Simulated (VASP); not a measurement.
# Al2O3 (R-3c) in VASP: notebook, part 2 of 2

VASP 6.6.1.

## Step 3: Single point, PBE

This run uses another cell than the first one: it holds 10 atoms, not 20.

INCAR reads:

```
SYSTEM = Al2O3
ALGO = Normal
EDIFF = 1E-6
ENCUT = 520
GGA = PE
ISIF = 2
ISMEAR = 0
LASPH = .True.
LCHARG = .False.
LREAL = .False.
LWAVE = .False.
NBANDS = 35
NELM = 100
PREC = Accurate
SIGMA = 0.02
```

KPOINTS reads:

```
k-points
0
Gamma
  6 6 6
  0 0 0
```

POSCAR reads:

```
Al2O3
1.0
    2.4042988847      1.3881226083      4.3749119519
   -2.4042988847      1.3881226083      4.3749119519
    0.0000000000     -2.7762452166      4.3749119519
Al O
4 6
Direct
    0.1478748959      0.1478748959      0.1478748959
    0.3521251041      0.3521251041      0.3521251041
    0.6478748959      0.6478748959      0.6478748959
    0.8521251041      0.8521251041      0.8521251041
    0.9438371695      0.5561628305      0.2500000000
    0.4438371695      0.7500000000      0.0561628305
    0.5561628305      0.2500000000      0.9438371695
    0.2500000000      0.9438371695      0.5561628305
    0.7500000000      0.0561628305      0.4438371695
    0.0561628305      0.4438371695      0.7500000000
```

Potentials or basis: VASP PAW PBE potentials, release 64 (Al, O).

Started as:

```
$ cat potpaw_PBE.64/Al/POTCAR potpaw_PBE.64/O/POTCAR > POTCAR
$ mpirun -np 1 vasp_std > vasp.out
```

OUTCAR:

```text
SYSTEM = Al2O3
   EDIFF = 1E-6
   ENCUT = 520
   GGA = PE
   ISIF = 2
   ISMEAR = 0
   LASPH = .True.
   LREAL = .False.
   NELM = 100
   PREC = Accurate

 ion  position               nearest neighbor table
   1  0.148  0.148  0.148-   6 1.87  10 1.87   9 1.87   5 1.99   7 1.99   8 1.99   2 2.68   4 2.82
                             4 2.82   4 2.82   2 3.25   2 3.25   2 3.25
   2  0.352  0.352  0.352-   9 1.87  10 1.87   6 1.87   5 1.99   8 1.99   7 1.99   1 2.68   3 2.82
                             3 2.82   3 2.82   1 3.25   1 3.25   1 3.25
   3  0.648  0.648  0.648-   8 1.87   5 1.87   7 1.87  10 1.99   9 1.99   6 1.99   4 2.68   2 2.82
                             2 2.82   2 2.82   4 3.25   4 3.25   4 3.25
   4  0.852  0.852  0.852-   7 1.87   5 1.87   8 1.87  10 1.99   6 1.99   9 1.99   3 2.68   1 2.82
                             1 2.82   1 2.82   3 3.25   3 3.25   3 3.25
   5  0.944  0.556  0.250-   3 1.87   4 1.87   1 1.99   2 1.99
   6  0.444  0.750  0.056-   1 1.87   2 1.87   4 1.99   3 1.99
   7  0.556  0.250  0.944-   4 1.87   3 1.87   1 1.99   2 1.99
   8  0.250  0.944  0.556-   3 1.87   4 1.87   2 1.99   1 1.99
   9  0.750  0.056  0.444-   2 1.87   1 1.87   3 1.99   4 1.99
  10  0.056  0.444  0.750-   1 1.87   2 1.87   3 1.99   4 1.99

  LATTYP: Found a trigonal (rhomboedric) cell.
 ALAT       =     5.1814469108
 COS(alpha) =     0.5693694860

  Lattice vectors:

 A1 = (   2.4042988847,   1.3881226083,   4.3749119519)
 A2 = (  -2.4042988847,   1.3881226083,   4.3749119519)
 A3 = (   0.0000000000,  -2.7762452166,   4.3749119519)

Analysis of symmetry for initial positions (statically):
=====================================================================
 Subroutine PRICEL returns:
 Original cell was already a primitive cell.

 Routine SETGRP: Setting up the symmetry group for a
 trigonal (rhombohedral) supercell.

 Subroutine GETGRP returns: Found 12 space group operations
 (whereof  6 operations were pure point group operations)
 out of a pool of 12 trial point group operations.

The static configuration has the point symmetry S_6 .
 The point group associated with its full space group is D_3d.

Analysis of symmetry for dynamics (positions and initial velocities):
=====================================================================
 Subroutine PRICEL returns:
 Original cell was already a primitive cell.

 Routine SETGRP: Setting up the symmetry group for a
 trigonal (rhombohedral) supercell.

 Subroutine GETGRP returns: Found 12 space group operations
 (whereof  6 operations were pure point group operations)
 out of a pool of 12 trial point group operations.

The dynamic configuration has the point symmetry S_6 .
 The point group associated with its full space group is D_3d.

 Subroutine INISYM returns: Found 12 space group operations
 (whereof  6 operations are pure point group operations),
 and found     1 'primitive' translations

----------------------------------------------------------------------------------------

                                     Primitive cell

  volume of cell :      87.6066

  direct lattice vectors                    reciprocal lattice vectors
     2.404298885  1.388122608  4.374911952     0.207960833  0.120066243  0.076192010
    -2.404298885  1.388122608  4.374911952    -0.207960833  0.120066243  0.076192010
     0.000000000 -2.776245217  4.374911952     0.000000000 -0.240132486  0.076192010

[... 83 lines left out ...]
   total plane-waves  NPLWV =  64000
   dimension x,y,z NGX =    40 NGY =   40 NGZ =   40
   dimension x,y,z NGXF=    80 NGYF=   80 NGZF=   80
   ions per type =               4   6
   NGX,Y,Z   is equivalent  to a cutoff of  12.83, 12.83, 12.83 a.u.
   NGXF,Y,Z  is equivalent  to a cutoff of  25.67, 25.67, 25.67 a.u.
 SYSTEM =  Al2O3
   PREC   = accura    normal or accurate (medium, high low for compatibility)
   ISTART =      0    job   : 0-new  1-cont  2-samecut
   ICHARG =      2    charge: 1-file 2-atom 10-const
   ISPIN  =      1    spin polarized calculation?
   LNONCOLLINEAR =      F non collinear calculations
   LSORBIT =      F    spin-orbit coupling
   LASPH  =      T    aspherical Exc in radial PAW
   ENCUT  =  520.0 eV  38.22 Ry    6.18 a.u.   9.63  9.63  9.63*2*pi/ulx,y,z
   NELM   =    100;   NELMIN=  2; NELMDL= -5     # of ELM steps
   EDIFF  = 0.1E-05   stopping-criterion for ELM
   LREAL  =      F    real-space projection
   EDIFFG = 0.1E-04   stopping-criterion for IOM
   NSW    =      0    number of steps for IOM
   IBRION =     -1    ionic relax: 0-MD 1-quasi-New 2-CG
   NFREE  =      0    steps in history (QN), initial steepest desc. (CG)
   ISIF   =      2    stress and relaxation
   ISYM   =      2    0-nonsym 1-usesym 2-fastsym
   POTIM  = 0.5000    time-step for ionic-motion
   TEBEG  =    0.0;   TEEND  =   0.0 temperature during run
   PSTRESS=    0.0 pullay stress
   NELECT =      48.0000    total number of electrons
   NUPDOWN=      -1.0000    fix difference up-down
   EMIN   =  10.00;   EMAX   =-10.00  energy-range for DOS
   EFERMI =   0.00;   METHOD = LEGACY
   ISMEAR =     0;   SIGMA  =   0.02  broadening in eV -4-tet -1-fermi 0-gaus
   EFERMI_NEDOS =   21; number of points for ismear=-14 and -15
   IALGO  =     38    algorithm
   IMIX   =      4    mixing-type and parameters
     AMIX     =   0.40;   BMIX     =  1.00
     AMIX_MAG =   1.60;   BMIX_MAG =  1.00
  volume/ion in A,a.u.               =       8.76        59.12
  Fermi-wavevector in a.u.,A,eV,Ry     =   1.339604  2.531484 24.416168  1.794538
  Thomas-Fermi vector in A             =   2.467982
   LORBIT       =      0    0 simple, 1 ext, 2 COOP (PROOUT), +10 PAW based schemes
   GGA     = PE    functional components
   LHFCALC =     F    Hartree Fock is set to
   AEXX    =    0.0000 exact exchange contribution
   IVDW    =     0    specifies the selected vdW correction
   LEPSILON=     F    determine dielectric tensor
   LRPA    =     F    only Hartree local field effects (RPA)
 non-spin polarized calculation
 Gauss-broadening in eV      SIGMA  =   0.02
  energy-cutoff  :      520.00
  volume of cell :       87.61
 maximum number of plane-waves:      2371
 NGX is ok and might be reduce to    40

 number of electron      48.0000008 magnetization

 Free energy of the ion-electron system (eV)
  ---------------------------------------------------
  ext. energy  EPLUGINS =         0.00000000
  ---------------------------------------------------
  free energy    TOTEN  =       -74.81221134 eV

  energy without entropy =      -74.81221134  energy(sigma->0) =      -74.81221134

 E-fermi :   5.9281     XC(G=0): -11.5378

 val. band max:        5.7981573027   @ k =   0.0000   0.0000   0.0000
 cond. band min:      11.6461532798   @ k =   0.0000   0.0000   0.0000
 fundamental gap:      5.8479959771
 Fermi energy:         5.9281310077

 k-point     1 :       0.0000    0.0000    0.0000
  band No.  band energies     occupation
      1     -13.2141      2.00000
      2     -10.9941      2.00000
      3     -10.7305      2.00000
      4     -10.7305      2.00000
      5     -10.4239      2.00000
      6     -10.4239      2.00000
[... 901 lines left out ...]
     34      19.0019      0.00000
     35      19.1067      0.00000

 [... further k-points ...]

------------------------ aborting loop because EDIFF is reached ----------------------------------------

  FORCE on cell =-STRESS in cart. coord.  units (eV):
  Direction    XX          YY          ZZ          XY          YZ          ZX
  --------------------------------------------------------------------------------------
  -------------------------------------------------------------------------------------
  Total       -0.0706428     -0.0706428     -0.1038437      0.0000000      0.0000000      0.0000000
  in kB       -1.2919373     -1.2919373     -1.8991271      0.0000000      0.0000000      0.0000000
  external PRESSURE =      -1.4943339 kB  Pullay stress =       0.0000000 kB

 VOLUME and BASIS-vectors are now :
 -----------------------------------------------------------------------------
  energy-cutoff  :      520.00
  volume of cell :       87.61
      direct lattice vectors                 reciprocal lattice vectors
     2.404298885  1.388122608  4.374911952     0.207960833  0.120066243  0.076192010
    -2.404298885  1.388122608  4.374911952    -0.207960833  0.120066243  0.076192010
     0.000000000 -2.776245217  4.374911952     0.000000000 -0.240132486  0.076192010

 POSITION                                       TOTAL-FORCE (eV/Angst)
 -----------------------------------------------------------------------------------
      0.00000      0.00000      1.94082         0.000000      0.000000     -0.007914
      0.00000      0.00000      4.62155         0.000000      0.000000      0.007914
      0.00000      0.00000      8.50319         0.000000      0.000000     -0.007914
      0.00000      0.00000     11.18392         0.000000      0.000000      0.007914
      0.93208      1.38812      7.65610        -0.001500      0.000000      0.000000
     -0.73611      1.50127      5.46864        -0.000750     -0.001299      0.000000
      0.73611     -1.50127      7.65610         0.000750      0.001299      0.000000
     -1.66819      0.11315      7.65610         0.000750     -0.001299      0.000000
      1.66819     -0.11315      5.46864        -0.000750      0.001299      0.000000
     -0.93208     -1.38812      5.46864         0.001500      0.000000     -0.000000
 -----------------------------------------------------------------------------------
    total drift:                                0.000000      0.000000      0.000000

  FREE ENERGIE OF THE ION-ELECTRON SYSTEM (eV)
  ---------------------------------------------------
  free  energy   TOTEN  =       -74.8122113407 eV

  energy  without entropy=      -74.8122113407  energy(sigma->0) =      -74.81221134
```

Run time: 72 s. Hardware: 1 thread of Intel Xeon Platinum 8375C at 2.90GHz (Ice Lake), shared host; peak memory 0.25 GiB.

Results:

| Item | Value |
| --- | --- |
| Free energy | -74.8122 eV |
| Pressure | -0.1 GPa |
| Largest force | 0.008 eV/Å |
| Band gap on the k mesh | 5.85 eV |

Forces in eV/Å, atoms in the order of the input:
```
Al   0.000  0.000 -0.008
Al   0.000  0.000  0.008
Al   0.000  0.000 -0.008
Al   0.000  0.000  0.008
O   -0.002  0.000  0.000
O   -0.001 -0.001  0.000
O    0.001  0.001  0.000
O    0.001 -0.001  0.000
O   -0.001  0.001  0.000
O    0.002  0.000  0.000
```

Levels at points of the mesh, in eV from the valence-band top:
```tsv
k point	band 21	band 22	band 23	band 24	band 25	band 26	band 27	band 28
(0.00, 0.00, 0.00)	-0.46	-0.03	-0.03	0.00	5.85	8.90	10.36	11.27
(0.50, 0.00, 0.00)	-0.86	-0.86	-0.25	-0.25	9.13	9.13	9.35	9.35
(0.50, 0.50, 0.00)	-0.97	-0.87	-0.70	-0.23	9.35	9.49	9.61	10.14
(0.50, 0.50, 0.50)	-0.35	-0.35	-0.35	-0.35	8.35	8.35	10.84	10.84
```
